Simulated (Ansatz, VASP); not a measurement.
# One calculation of Hf2WS2, two programs

File INCAR:

```
PREC     = Accurate       # precision mode
ENCUT    = 600            # plane-wave cutoff, eV
EDIFF    = 1E-6           # SCF threshold, eV
ISMEAR   = 0              # smearing method
SIGMA    = 0.1            # smearing width, eV
LREAL    = F              # projectors in reciprocal space
LASPH    = T              # aspherical terms in the spheres
NELM     = 100            # most SCF steps
ALGO     = Normal         # electronic algorithm
ISIF     = 3              # what is computed and relaxed
LWAVE    = F              # write WAVECAR
LCHARG   = F              # write CHGCAR
GGA      = PE             # functional
IBRION   = 2              # ionic algorithm
NSW      = 90             # ionic steps
EDIFFG   = -0.04          # ionic threshold
```

KPOINTS

```
Automatic mesh
0
Gamma
  4 4 4
```

Contents of POSCAR:

```
Hf2WS2
1.0
    4.2298563100      0.0000000000      0.0000000000
    0.0000000000      4.2298563100      0.0000000000
    0.0000000000      0.0000000000      5.6044398400
Hf W S
2 1 2
Direct
    0.0000000000      0.5000000000      0.0000000000
    0.5000000000      0.0000000000      0.0000000000
    0.0000000000      0.0000000000      0.0000000000
    0.5000000000      0.5000000000      0.5000000000
    0.0000000000      0.0000000000      0.5000000000
```

Input for Ansatz:

```yaml
crystal:
  lattice:
    - [4.22985631, 0.0, 0.0]
    - [0.0, 4.22985631, 0.0]
    - [0.0, 0.0, 5.60443984]
  atoms:
    - { symbol: Hf, position: [0.0, 0.5, 0.0] }
    - { symbol: Hf, position: [0.5, 0.0, 0.0] }
    - { symbol: W, position: [0.0, 0.0, 0.0] }
    - { symbol: S, position: [0.5, 0.5, 0.5] }
    - { symbol: S, position: [0.0, 0.0, 0.5] }
basis:
  ecutwfc: 420
kpoints:
  mp_grid: { grid: [4, 4, 4] }
hamiltonian:
  xc: pbe
scf:
  occupations: { method: gaussian, width: 0.1 }
  lower_state_search: "off"
output:
  forces: true
  stress: true
  eigenvalues: true
relax:
  adjacent_minimum: "off"
  f_tol: 0.04
  max_steps: 70
  cell: { stress_tol: 0.4 }
```

Alike in both runs: task relaxation of cell and atoms; functional PBE; k mesh 4 × 4 × 4; occupations gaussian, width 0.1 eV; no spin polarisation.

|  | VASP | Ansatz |
| --- | --- | --- |
| version | VASP 6.6.1 | Ansatz 0.2.0 |
| potentials or method | VASP PAW PBE potentials, release 64 (Hf_pv, W_sv, S), cutoff 600 eV | scalar-relativistic, plane waves, PAW |
| valence electrons in the cell | 46 | 78 |

Ansatz gave:

| Property | Result |
| --- | --- |
| gap on the k mesh at the Fermi level, each at its own relaxed structure (eV) | none |
| relaxed volume (Å³/atom) | 23.57 |
| relaxed length of the cell vector where the two differ most in proportion (Å) | 5.170 |

Question: Estimate VASP's values.

Answer: gap on the k mesh at the Fermi level, each at its own relaxed structure (eV): none; relaxed volume (Å³/atom): 23.47; relaxed length of the cell vector where the two differ most in proportion (Å): 5.159.

A gap of «none» marks a metal or a gap that the smearing closes. VASP's potentials hold 46 valence electrons a cell and Ansatz's 78, so a difference there can come from the potentials and not from the codes.

The k mesh is coarse, so the values compare programs but aren't converged. Neither program's run includes spin-orbit coupling. Noted on VASP's run: the volume moved by over 15 % at a fixed basis, so the end points are rough.
